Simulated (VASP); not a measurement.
# Li in VASP: further runs, part 2 of 2

VASP 6.6.1. The steps go on from the part before.

### Step 5. Single point, PBE

Contents of INCAR:

```
PREC     = Accurate       # precision mode
ENCUT    = 520            # plane-wave cutoff, eV
EDIFF    = 1E-6           # SCF threshold, eV
ISMEAR   = 0              # smearing method
SIGMA    = 0.2            # smearing width, eV
LREAL    = False          # projectors in reciprocal space
LASPH    = True           # aspherical terms in the spheres
NELM     = 80             # most SCF steps
ALGO     = Fast           # electronic algorithm
ISIF     = 2              # what is computed and relaxed
LWAVE    = False          # write WAVECAR
LCHARG   = False          # write CHGCAR
GGA      = PE             # functional
NBANDS   = 22             # bands
```

Contents of KPOINTS:

```
regular mesh
0
Gamma
  4 4 4
```

Contents of POSCAR:

```
Li
1.0
   -0.0645634759     -0.1065171608      5.9238382404
   -4.8384854463     -2.8323173069     -1.8710816506
    4.8343929349     -2.7521663477     -1.9763012191
Li
8
Direct
    0.0016811066     -0.0032363942     -0.0031571602
    0.4971176388      0.4978444374      0.5007155197
    1.0026799098      0.0027170188      0.4991255040
    0.4986512743      0.5027944125      1.0029250444
    0.9959958029      0.4963845976      0.0008281758
    0.4998824715      0.9972479057      0.4962668110
    0.9996344721      0.5031559583      0.5037960291
    0.5043573242      0.0030920639      0.9995000761
```

Potentials or basis: VASP PAW PBE potentials, release 64 (Li_sv).

Command:

```
$ cat potpaw_PBE.64/Li_sv/POTCAR > POTCAR
$ mpirun -np 1 vasp_std > vasp.out
```

OUTCAR:

```text
PREC = Accurate
   ENCUT = 520
   EDIFF = 1E-6
   ISMEAR = 0
   LREAL = False
   LASPH = True
   NELM = 80
   ISIF = 2
   GGA = PE

 ion  position               nearest neighbor table
   1  0.002  0.997  0.997-
   2  0.497  0.498  0.501-
   3  0.003  0.003  0.499-
   4  0.499  0.503  0.003-
   5  0.996  0.496  0.001-
   6  0.500  0.997  0.496-
   7  1.000  0.503  0.504-
   8  0.504  0.003  1.000-

  LATTYP: Found a triclinic cell.
 ALAT       =     5.9104914588
 B/A-ratio  =     1.6138084389
 C/A-ratio  =     0.9988203907
 COS(alpha) =     0.0030553919
 COS(beta)  =     0.3409971203
 COS(gamma) =     0.8053657758

  Lattice vectors:

 A1 = (   4.8384854463,   2.8323173069,   1.8710816506)
 A2 = (   4.7739219704,   2.7258001461,   7.7949198910)
 A3 = (   4.8343929349,  -2.7521663477,  -1.9763012191)

Analysis of symmetry for initial positions (statically):
[... 187 lines left out ...]
 E-fermi :   0.6490     XC(G=0):  -7.0473

 val. band max:        0.6409998413   @ k =   0.0000   0.2500   0.0000
 cond. band min:       0.6549309415   @ k =   0.5000  -0.0000   0.0000
 fundamental gap:      0.0139311001
 Fermi energy:         0.6489883714

 k-point     1 :       0.0000    0.0000    0.0000
  band No.  band energies     occupation
      1     -45.9041      2.00000
      2     -45.8861      2.00000
      3     -45.8857      2.00000
      4     -45.8850      2.00000
      5     -45.8836      2.00000
      6     -45.8835      2.00000
[... 589 lines left out ...]
     21       6.1589      0.00000
     22       6.3734      0.00000

 [... further k-points ...]

------------------------ aborting loop because EDIFF is reached ----------------------------------------

  FORCE on cell =-STRESS in cart. coord.  units (eV):
  Direction    XX          YY          ZZ          XY          YZ          ZX
  --------------------------------------------------------------------------------------
  -------------------------------------------------------------------------------------
  Total       -0.0490156     -0.0334681     -0.0048335      0.0488108     -0.0160026     -0.0013686
  in kB       -0.4849154     -0.3311026     -0.0478186      0.4828893     -0.1583154     -0.0135400
  external PRESSURE =      -0.2879455 kB  Pullay stress =       0.0000000 kB

 VOLUME and BASIS-vectors are now :
 -----------------------------------------------------------------------------
  energy-cutoff  :      520.00
  volume of cell :      161.95
      direct lattice vectors                 reciprocal lattice vectors
    -0.064563476 -0.106517161  5.923838240     0.002766202 -0.114899293  0.166773603
    -4.838485446 -2.832317307 -1.871081651    -0.101969619 -0.176046346 -0.004276867
     4.834392935 -2.752166348 -1.976301219     0.104832206 -0.177729860 -0.002053221

 POSITION                                       TOTAL-FORCE (eV/Angst)
 -----------------------------------------------------------------------------------
     -0.00380     -5.56681     -3.82513         0.000112     -0.001759     -0.000687
     -0.02025     -2.84106      1.02377         0.000816      0.000319      0.000094
      2.39965     -1.38166     -0.97563        -0.000095      0.000639     -0.001238
     -2.45082     -1.48524      2.00738         0.000517      0.001658      0.000836
     -2.46205     -1.51429      4.96971        -0.000831      0.000493      0.001133
     -2.45829     -4.24358      0.11452         0.000262     -0.001045      0.000384
     -0.06350     -2.91811      3.98457         0.000887     -0.000311      0.000782
      4.78445     -2.81327      1.00663        -0.001668      0.000007     -0.001305
 -----------------------------------------------------------------------------------
    total drift:                                0.000018      0.000084     -0.000019

  FREE ENERGIE OF THE ION-ELECTRON SYSTEM (eV)
  ---------------------------------------------------
  free  energy   TOTEN  =       -15.2140561983 eV

  energy  without entropy=      -15.1024138411  energy(sigma->0) =      -15.15823502
```

stdout:

```text
POSCAR found type information on POSCAR Li
 POSCAR found :  1 types and       8 ions
 scaLAPACK will be used
 LDA part: xc-table for (Slater+PW92), standard interpolation
 POSCAR, INCAR and KPOINTS ok, starting setup
 FFT: planning ... GRIDC
 FFT: planning ... GRID_SOFT
 FFT: planning ... GRID
 WAVECAR not read
 entering main loop
```

It took 6 min on 1 thread of Oxide Virtual Turin-like, shared host; peak memory 0.29 GiB.

What came out:

* Free energy: -15.2141 eV
* Band gap on the k mesh: zero (bands 12 and 13 overlap by 1.35 eV)

Forces in eV/Å, atoms in the order of the input:
```
Li   0.000 -0.002 -0.001
Li   0.001  0.000  0.000
Li   0.000  0.001 -0.001
Li   0.001  0.002  0.001
Li  -0.001  0.000  0.001
Li   0.000 -0.001  0.000
Li   0.001  0.000  0.001
Li  -0.002  0.000 -0.001
```

Caveat: the cutoff is under 1.25 times the usual one of these potentials, so pressure, stress and relaxed cells hold a basis-set (Pulay) error.

### Step 6. The runs side by side

| cell | k mesh | smearing | gap on the mesh (eV) |
| --- | --- | --- | --- |
| a = 5.947, b = 5.948, c = 5.948 Å, angles 109.5°, 8 atoms, atomic positions A | 4 × 4 × 4 | gaussian 0.2 eV | none |
| a = 4.935, b = 4.935, c = 8.121 Å, angles 108.1, 108.1, 60.4°, 8 atoms, atomic positions B | 4 × 4 × 2 | gaussian 0.1 eV | none |
| a = 2.974 Å, angles 109.5°, 1 atom, atomic positions C | 24 × 24 × 24 | gaussian 0.1 eV | none |
| a = 5.925, b = 5.910, c = 5.904 Å, angles 109.9, 109.6, 107.4°, 8 atoms, atomic positions D | 4 × 4 × 4 | gaussian 0.2 eV | none |

Alike in all rows: task single point; level PBE; potentials or basis VASP PAW PBE potentials, release 64 (Li_sv); no spin polarisation; cutoff (eV) 520.

Caveats: some runs use coarse meshes; the cutoff is under 1.25 times the usual one of these potentials, so pressure, stress and relaxed cells hold a basis-set (Pulay) error.

Total energies depend on the potentials used, so only differences within one code and one set of settings carry meaning.

The gap in the log of VASP goes by the Fermi energy; the results here count the filled bands.